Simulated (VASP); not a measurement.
The system is NbPdSe3.

```
Nb Pd Se
1.0
     5.02666    0.00000    0.00000
    -2.51333    4.35322    0.00000
     0.00000    0.00000    6.52332
Nb Pd Se
1 1 3
Direct
  0.00000 0.00000 0.50000
  0.00000 0.00000 0.00000
  0.50000 0.00000 0.50000
  0.00000 0.50000 0.50000
  0.50000 0.50000 0.50000
```

```yaml
Program: VASP 6.6.1
Task: relaxation of cell and atoms
Functional: PBE
Potentials_or_basis: VASP PAW PBE potentials, release 64 (Nb_sv, Pd, Se)
Cutoff: 600 eV
k_mesh: 6 × 6 × 4
Occupations: gaussian, width 0.1 eV
Spin: no spin polarisation
```

At the start: pressure 12.6 GPa; volume 28.55 Å³/atom.

Task: Where does the relaxation end?

Result: Over 13 steps the energy falls by 637.6 meV/atom and the volume is 26.72 Å³/atom (-6.4 %); space group P6/mmm (No. 191, to 0.05 Å).

The path:
| step | energy change (eV) | largest force (eV/Å) | pressure (GPa) | volume (Å³) |
| --- | --- | --- | --- | --- |
| 1 | 0.0000 | 0.0000 | 12.55 | 142.74 |
| 2 | -0.9870 | 0.0000 | -9.12 | 190.01 |
| 3 | -1.8935 | 0.0000 | -4.01 | 167.35 |
| 4 | -1.8945 | 0.0000 | -3.78 | 166.76 |
| 5 | -2.5612 | 0.0000 | -3.80 | 154.04 |
| 6 | -1.2154 | 0.0000 | 12.91 | 115.41 |
| 7 | -2.9522 | 0.0000 | -3.18 | 145.52 |
| 8 | -2.9241 | 0.0000 | 2.85 | 127.03 |
| 9 | -3.1561 | 0.0000 | -1.85 | 138.26 |
| 10 | -3.1775 | 0.0000 | -0.87 | 134.94 |
| 11 | -3.1779 | 0.0000 | -1.09 | 135.58 |
| 12 | -3.1800 | 0.0000 | 0.92 | 131.86 |
| 13 | -3.1881 | 0.0000 | -0.06 | 133.59 |

Final structure:
```
Nb Pd Se
1.0
     5.51512    0.00000    0.00000
    -2.75756    4.77624    0.00000
     0.00000    0.00000    5.07152
Nb Pd Se
1 1 3
Direct
  0.00000 0.00000 0.50000
  0.00000 0.00000 0.00000
  0.50000 0.00000 0.50000
  0.00000 0.50000 0.50000
  0.50000 0.50000 0.50000
```
